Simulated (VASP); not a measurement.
# P in VASP: a series of runs

P is run at these levels: PBE; tasks: single point.

All numbers are computed with VASP 6.6.1; they aren't measurements. Logs are shortened: lines on timing, memory, paths and dates and some standing lists are left out, and cuts for length are marked.

## 1. The cell of the first run

The typed cell holds 2 atoms: a = 4.365 Å, b = 4.365 Å, c = 3.441 Å, α = 90.00°, β = 90.00°, γ = 144.23°.

## 2. Single point, PBE (19.16 Å³/atom)

INCAR

```
PREC = Accurate ; ENCUT = 520
EDIFF = 1E-6 ; ISMEAR = -1
SIGMA = 0.1 ; LREAL = False
LASPH = True ; NELM = 60
ALGO = Normal ; ISIF = 2
LWAVE = False ; LCHARG = False
GGA = PE ; NBANDS = 12
```

KPOINTS

```
Automatic mesh
0
Gamma
  14 14 11
```

POSCAR

```
P
1.0
   -2.7569002946      3.1177397438      1.3161476217
    3.1177397438     -2.7569002946      1.3161476217
    2.3888055125      2.3888055125     -0.6552695095
P
2
Direct
    0.9668659313      0.0331340687      1.0000000000
    0.7831340687      0.2168659313      0.5000000000
```

Potentials or basis: VASP PAW PBE potentials, release 64 (P).

Run with:

```
$ cat potpaw_PBE.64/P/POTCAR > POTCAR
$ mpirun -np 1 vasp_std > vasp.out
```

OUTCAR:

```text
PREC = Accurate
   ENCUT = 520
   EDIFF = 1E-6
   ISMEAR = -1
   LREAL = False
   LASPH = True
   NELM = 60
   ISIF = 2
   GGA = PE

 ion  position               nearest neighbor table
   1  0.967  0.033  0.000-   2 2.30   2 2.30
   2  0.783  0.217  0.500-   1 2.30   1 2.30

  LATTYP: Found a base centered monoclinic cell.
 ALAT       =     2.6813035010
 B/A-ratio  =     3.0984913171
 C/A-ratio  =     1.2834221133
 COS(beta)  =    -0.0000988707

  Lattice vectors:

 A1 = (  -2.7569002946,   3.1177397438,   1.3161476217)
 A2 = (   3.1177397438,  -2.7569002946,   1.3161476217)
 A3 = (   2.3888055125,   2.3888055125,  -0.6552695095)

Analysis of symmetry for initial positions (statically):
=====================================================================
 Subroutine PRICEL returns:
 Original cell was already a primitive cell.

 Routine SETGRP: Setting up the symmetry group for a
 base centered monoclinic supercell.

 Subroutine GETGRP returns: Found  4 space group operations
 (whereof  2 operations were pure point group operations)
 out of a pool of  4 trial point group operations.

The static configuration has the point symmetry C_2 .
 The point group associated with its full space group is C_2h.

Analysis of symmetry for dynamics (positions and initial velocities):
=====================================================================
 Subroutine PRICEL returns:
 Original cell was already a primitive cell.

 Routine SETGRP: Setting up the symmetry group for a
 base centered monoclinic supercell.

 Subroutine GETGRP returns: Found  4 space group operations
 (whereof  2 operations were pure point group operations)
 out of a pool of  4 trial point group operations.

The dynamic configuration has the point symmetry C_2 .
 The point group associated with its full space group is C_2h.

 Subroutine INISYM returns: Found  4 space group operations
 (whereof  2 operations are pure point group operations),
 and found     1 'primitive' translations

----------------------------------------------------------------------------------------

                                     Primitive cell

  volume of cell :      38.3290

  direct lattice vectors                    reciprocal lattice vectors
    -2.756900295  3.117739744  1.316147622    -0.034895438  0.135327757  0.366129164
     3.117739744 -2.756900295  1.316147622     0.135327757 -0.034895438  0.366129164
     2.388805512  2.388805512 -0.655269509     0.201724262  0.201724262 -0.055305401

  length of vectors
[... 91 lines left out ...]
   TEBEG  =    0.0;   TEEND  =   0.0 temperature during run
   PSTRESS=    0.0 pullay stress
   NELECT =      10.0000    total number of electrons
   NUPDOWN=      -1.0000    fix difference up-down
   EMIN   =  10.00;   EMAX   =-10.00  energy-range for DOS
   EFERMI =   0.00;   METHOD = LEGACY
   ISMEAR =    -1;   SIGMA  =   0.10  broadening in eV -4-tet -1-fermi 0-gaus
   EFERMI_NEDOS =   21; number of points for ismear=-14 and -15
   IALGO  =     38    algorithm
   IMIX   =      4    mixing-type and parameters
     AMIX     =   0.40;   BMIX     =  1.00
     AMIX_MAG =   1.60;   BMIX_MAG =  1.00
  volume/ion in A,a.u.               =      19.16       129.33
  Fermi-wavevector in a.u.,A,eV,Ry     =   1.046082  1.976808 14.888676  1.094287
  Thomas-Fermi vector in A             =   2.180905
   LORBIT       =      0    0 simple, 1 ext, 2 COOP (PROOUT), +10 PAW based schemes
   GGA     = PE    functional components
   LHFCALC =     F    Hartree Fock is set to
   AEXX    =    0.0000 exact exchange contribution
   IVDW    =     0    specifies the selected vdW correction
   LEPSILON=     F    determine dielectric tensor
   LRPA    =     F    only Hartree local field effects (RPA)
 non-spin polarized calculation
  energy-cutoff  :      520.00
  volume of cell :       38.33
 maximum number of plane-waves:      1051
   NGX = 17   NGY = 17   NGZ = 13

 number of electron      10.0000001 magnetization

 Free energy of the ion-electron system (eV)
  ---------------------------------------------------
  ext. energy  EPLUGINS =         0.00000000
  ---------------------------------------------------
  free energy    TOTEN  =       -10.33281634 eV

  energy without entropy =      -10.31080321  energy(sigma->0) =      -10.32180978

 E-fermi :   6.1746     XC(G=0):  -9.9568

 val. band max:        6.1735475847   @ k =   0.4286   0.3571   0.4545
 cond. band min:       6.1768212670   @ k =   0.5000   0.3571   0.0000
 fundamental gap:      0.0032736823
 Fermi energy:         6.1746451232

 k-point     1 :       0.0000    0.0000    0.0000
  band No.  band energies     occupation
      1      -8.5620      2.00000
      2      -1.5531      2.00000
      3       1.8996      2.00000
      4       2.4191      2.00000
      5       6.8944      0.00150
      6       9.5551      0.00000
      7       9.9729      0.00000
      8      12.6400      0.00000
      9      12.9117      0.00000
     10      13.2334      0.00000
     11      14.7355      0.00000
     12      17.4572      0.00000
[... 331 lines left out ...]
 k-point    24 :       0.2857    0.1429   -0.0000
  band No.  band energies     occupation
      1      -5.8294      2.00000
      2      -0.1188      2.00000
      3       0.8000      2.00000
      4       3.6230      2.00000
      5       4.3053      2.00000
      6       5.2174      1.99986
      7       9.2643      0.00000
      8      10.9906      0.00000
      9      13.1511      0.00000
     10      13.4974      0.00000
     11      14.4433      0.00000
     12      16.4830      0.00000

 [... further k-points ...]

------------------------ aborting loop because EDIFF is reached ----------------------------------------

  FORCE on cell =-STRESS in cart. coord.  units (eV):
  Direction    XX          YY          ZZ          XY          YZ          ZX
  --------------------------------------------------------------------------------------
  -------------------------------------------------------------------------------------
  Total       -1.3744853     -1.3744853     -1.2414111     -0.3029221      0.0625636      0.0625636
  in kB      -57.4543541    -57.4543541    -51.8917699    -12.6623365      2.6151976      2.6151978
  external PRESSURE =     -55.6001594 kB  Pullay stress =       0.0000000 kB

 VOLUME and BASIS-vectors are now :
 -----------------------------------------------------------------------------
  energy-cutoff  :      520.00
  volume of cell :       38.33
      direct lattice vectors                 reciprocal lattice vectors
    -2.756900295  3.117739744  1.316147622    -0.034895438  0.135327757  0.366129164
     3.117739744 -2.756900295  1.316147622     0.135327757 -0.034895438  0.366129164
     2.388805512  2.388805512 -0.655269509     0.201724262  0.201724262 -0.055305401

 POSITION                                       TOTAL-FORCE (eV/Angst)
 -----------------------------------------------------------------------------------
     -2.56225      2.92309      1.31615         0.465615     -0.465615     -0.000000
     -0.28849      3.03813      0.98851        -0.465615      0.465615      0.000000
 -----------------------------------------------------------------------------------
    total drift:                               -0.000000     -0.000000      0.000000

  FREE ENERGIE OF THE ION-ELECTRON SYSTEM (eV)
  ---------------------------------------------------
  free  energy   TOTEN  =       -10.3328163368 eV

  energy  without entropy=      -10.3108032136  energy(sigma->0) =      -10.32180978
```

stdout:

```text
POSCAR found type information on POSCAR P
 POSCAR found :  1 types and       2 ions
 scaLAPACK will be used
 LDA part: xc-table for (Slater+PW92), standard interpolation
 POSCAR, INCAR and KPOINTS ok, starting setup
 FFT: planning ... GRIDC
 FFT: planning ... GRID_SOFT
 FFT: planning ... GRID
 WAVECAR not read
 entering main loop
```

Run time: 1.9 min. Hardware: 1 thread of Intel Xeon Platinum 8488C (Sapphire Rapids), shared host; peak memory 0.33 GiB.

Results:

```
Free energy            : -10.3328 eV
Pressure               : -5.6 GPa
Largest force          : 0.658 eV/Å
Band gap on the k mesh : zero (bands 5 and 6 overlap by 7.29 eV)
```

Forces in eV/Å, atoms in the order of the input:
```
P    0.466 -0.466  0.000
P   -0.466  0.466  0.000
```

Stress tensor (GPa, compression positive):
```
-5.75 -1.27  0.26
-1.27 -5.75  0.26
 0.26  0.26 -5.19
```

Levels at points of the mesh, in eV from the Fermi level:
```
           k point  band 3  band 4  band 5  band 6  band 7  band 8
(0.00, 0.00, 0.00)   -4.28   -3.76    0.72    3.38    3.80    6.47
(0.50, 0.00, 0.00)   -5.34   -2.98   -1.67    0.30    2.83    4.54
(0.50, 0.50, 0.00)   -3.34   -0.42   -0.39    1.65    2.98    7.26
```

Caveat: the cell stands under tension.

## 3. Single point, PBE (19.87 Å³/atom)

This run uses another cell than the first one, of 19.87 Å³/atom.

INCAR

```
ALGO = Normal
EDIFF = 1E-6
ENCUT = 520
GGA = PE
ISIF = 2
ISMEAR = -1
LASPH = True
LCHARG = False
LREAL = False
LWAVE = False
NBANDS = 12
NELM = 100
PREC = Accurate
SIGMA = 0.1
```

KPOINTS

```
k-points
0
Gamma
  14 14 11
```

POSCAR

```
P
1.0
   -2.7905243437      3.1557647078      1.3321997845
    3.1557647078     -2.7905243437      1.3321997845
    2.4179401584      2.4179401584     -0.6632613888
P
2
Direct
    0.9668659313      0.0331340687      1.0000000000
    0.7831340687      0.2168659313      0.5000000000
```

Potentials or basis: VASP PAW PBE potentials, release 64 (P).

Run with:

```
$ cat potpaw_PBE.64/P/POTCAR > POTCAR
$ mpirun -np 1 vasp_std > vasp.out
```

It took 2.2 min on 1 thread of Intel Xeon Platinum 8488C (Sapphire Rapids), shared host; peak memory 0.34 GiB.

Results (log left out):

```yaml
Free_energy: -10.2747 eV
Pressure: -7.5 GPa
Largest_force: 0.893 eV/Å
Band_gap_on_the_k_mesh: zero (bands 5 and 6 overlap by 7.04 eV)
```

Forces on the atoms (eV/Å):
```
P    0.631 -0.631  0.000
P   -0.631  0.631  0.000
```

Stress tensor (GPa, compression positive):
```
-7.78 -1.67  0.35
-1.67 -7.78  0.35
 0.35  0.35 -7.03
```

Levels at points of the mesh, in eV from the Fermi level:
| k point | band 1 | band 2 | band 3 | band 4 | band 5 | band 6 | band 7 | band 8 | band 9 | band 10 |
| --- | --- | --- | --- | --- | --- | --- | --- | --- | --- | --- |
| (0.00, 0.00, 0.00) | -14.42 | -7.71 | -4.08 | -3.61 | 0.82 | 3.25 | 3.68 | 6.21 | 6.65 | 7.11 |
| (0.50, 0.00, 0.00) | -11.44 | -6.77 | -5.36 | -2.83 | -1.62 | 0.26 | 2.71 | 4.41 | 6.88 | 6.92 |
| (0.50, 0.50, 0.00) | -13.87 | -9.92 | -3.21 | -0.44 | -0.38 | 1.66 | 2.87 | 7.09 | 7.26 | 7.29 |

Caveat: the cell stands under tension.

## 4. Single point, PBE

This run uses another cell than the first one, of 17.74 Å³/atom.

INCAR

```
SYSTEM = P
  ALGO = Normal
  EDIFF = 1E-6
  ENCUT = 520
  GGA = PE
  ISIF = 2
  ISMEAR = -1
  ISYM = 0
  LASPH = .TRUE.
  LCHARG = .TRUE.
  LELF = .TRUE.
  LREAL = .FALSE.
  LVHAR = .TRUE.
  LWAVE = .FALSE.
  NBANDS = 12
  NELM = 60
  PREC = Accurate
  SIGMA = 0.1
```

KPOINTS

```
k-points
0
G
  13 13 9
  0 0 0
```

POSCAR

```
P
1.0
   -2.6870751213      3.0387754380      1.2828129973
    3.0387754380     -2.6870751213      1.2828129973
    2.3283032306      2.3283032306     -0.6386732231
P
2
Direct
    0.9668659313      0.0331340687      1.0000000000
    0.7831340687      0.2168659313      0.5000000000
```

Run with:

```
$ cat potpaw_PBE.64/P/POTCAR > POTCAR
$ mpirun -np 1 vasp_std > vasp.out
```

It took 2.4 min on 1 thread of Intel Xeon Platinum 8488C (Sapphire Rapids), shared host; peak memory 0.36 GiB.

Results (log left out):

- Free energy: -10.3861 eV
- Pressure: -0.3 GPa
- Largest force: 0.061 eV/Å
- Band gap on the k mesh: zero (bands 5 and 6 overlap by 7.90 eV)

Forces in eV/Å, atoms in the order of the input:
```
P    0.043 -0.043  0.000
P   -0.043  0.043  0.000
```

Stress tensor (GPa, compression positive):
```
-0.34 -0.05  0.04
-0.05 -0.34  0.04
 0.04  0.04 -0.09
```

Levels at points of the mesh, in eV from the Fermi level:
| k point | band 1 | band 2 | band 3 | band 4 | band 5 | band 6 | band 7 | band 8 | band 9 | band 10 |
| --- | --- | --- | --- | --- | --- | --- | --- | --- | --- | --- |
| (0.00, 0.00, 0.00) | -15.43 | -7.75 | -4.68 | -4.04 | 0.51 | 3.68 | 4.08 | 6.96 | 6.96 | 7.05 |

## 5. The runs side by side

| cell | k mesh | gap on the mesh (eV) | pressure (GPa) | largest force (eV/Å) |
| --- | --- | --- | --- | --- |
| a = 4.365, b = 4.365, c = 3.441 Å, angles 90.0, 90.0, 144.2°, 2 atoms | 14 × 14 × 11 | none | -5.6 | 0.66 |
| a = 4.418, b = 4.418, c = 3.483 Å, angles 90.0, 90.0, 144.2°, 2 atoms | 14 × 14 × 11 | none | -7.5 | 0.89 |
| a = 4.254, b = 4.254, c = 3.354 Å, angles 90.0, 90.0, 144.2°, 2 atoms | 13 × 13 × 9 | none | -0.3 | 0.06 |

Alike in all rows: task single point; level PBE; potentials or basis VASP PAW PBE potentials, release 64 (P); no spin polarisation; cutoff (eV) 520; smearing fermi-dirac 0.1 eV.

Caveats: the cell stands under tension (at least some runs).

Total energies depend on the potentials used, so only differences within one code and one set of settings carry meaning.

The gap in the log of VASP goes by the Fermi energy; the results here count the filled bands.